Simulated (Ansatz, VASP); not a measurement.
# Two plane-wave programs on Cs4Sn

```xyz
5
Lattice="6.5842 0.0000 0.0000 0.0000 6.5842 0.0000 0.0000 0.0000 6.5842" Properties=species:S:1:pos:R:3 pbc="T T T"
Cs    0.0000    0.0000    0.0000
Cs    3.2921    0.0000    0.0000
Cs    0.0000    3.2921    0.0000
Cs    0.0000    0.0000    3.2921
Sn    3.2921    3.2921    3.2921
```

Alike in both runs: task single point; functional PBE; k mesh 4 × 4 × 4; occupations gaussian, width 0.1 eV; no spin polarisation.

```csv
,VASP,Ansatz
version,VASP 6.6.1,Ansatz 0.2.0
potentials or method,"VASP PAW PBE potentials, release 64 (Cs_sv, Sn_d), cutoff 520 eV","scalar-relativistic, plane waves, PAW"
valence electrons in the cell,50,50
```

|  | VASP | Ansatz | Ansatz less VASP |
| --- | --- | --- | --- |
| gap on the k mesh at the Fermi level (eV) | none | none | - |
| pressure (GPa) | 2.0 | 2.0 | -0.05 |

A gap of «none» marks a metal or a gap that the smearing closes. The functional is the same, so the differences come from potentials, cutoffs and numerics.

Spin-orbit coupling is off throughout.
